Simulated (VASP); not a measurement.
A run of VASP 6.6.1 is set up as follows.

Contents of INCAR:

```
SYSTEM = Ba3Ti4O11
PREC = Accurate
ENCUT = 520
EDIFF = 1E-6
ISMEAR = 0
SIGMA = 0.05
LREAL = Auto
LASPH = .TRUE.
NELM = 60
ALGO = Normal
ISIF = 2
LWAVE = .FALSE.
LCHARG = .FALSE.
LDIPOL = .TRUE.
IDIPOL = 3
DIPOL = 0.5 0.5 0.500
GGA = PS
IBRION = 2
NSW = 80
EDIFFG = -0.02
KPAR = 4
```

The input KPOINTS:

```
Automatic mesh
0
G
  7 7 1
  0 0 0
```

File POSCAR:

```
Ba3Ti4O11
1.0
    3.9698624749      0.0000000000      0.0000000000
    0.0000000000      3.9698624749      0.0000000000
    0.0000000000      0.0000000000     26.9096649063
Ti O Ba
4 11 3
Direct
    0.5000000000      0.5000000000      0.2787102711
    0.5000000000      0.5000000000      0.4262367570
    0.5000000000      0.5000000000      0.5737632430
    0.5000000000      0.5000000000      0.7212897289
    0.5000000000      0.0000000000      0.2787102711
    0.0000000000      0.5000000000      0.2787102711
    0.5000000000      0.5000000000      0.3524735140
    0.5000000000      0.0000000000      0.4262367570
    0.0000000000      0.5000000000      0.4262367570
    0.5000000000      0.5000000000      0.5000000000
    0.5000000000      0.0000000000      0.5737632430
    0.0000000000      0.5000000000      0.5737632430
    0.5000000000      0.5000000000      0.6475264860
    0.5000000000      0.0000000000      0.7212897289
    0.0000000000      0.5000000000      0.7212897289
    0.0000000000      0.0000000000      0.3524735140
    0.0000000000      0.0000000000      0.5000000000
    0.0000000000      0.0000000000      0.6475264860
```

Potentials or basis: VASP PAW PBE potentials, release 64 (Ti_sv, O, Ba_sv).

Launch:

```bash
$ cat potpaw_PBE.64/Ti_sv/POTCAR potpaw_PBE.64/O/POTCAR potpaw_PBE.64/Ba_sv/POTCAR > POTCAR
$ mpirun -np 4 vasp_std > vasp.out
```

Estimate the band gap on the k mesh.

0.78 eV (least direct gap 1.38 eV).

Predict the energy gained by relaxing.

19.8 meV/atom.

Forces on the atoms (eV/Å):
```
Ti   0.000  0.000 -0.013
Ti   0.000  0.000  0.013
Ti   0.000  0.000 -0.013
Ti   0.000  0.000  0.013
O    0.000  0.000  0.002
O    0.000  0.000  0.002
O    0.000  0.000 -0.013
O    0.000  0.000  0.017
O    0.000  0.000  0.017
O    0.000  0.000  0.000
O    0.000  0.000 -0.017
O    0.000  0.000 -0.017
O    0.000  0.000  0.013
O    0.000  0.000 -0.002
O    0.000  0.000 -0.002
Ba   0.000  0.000 -0.018
Ba   0.000  0.000  0.000
Ba   0.000  0.000  0.018
```

Caveat: the PAW data sets were made with another functional, which shifts forces and pressure a little; spin-orbit coupling is left out, which moves the levels of the heavy elements.
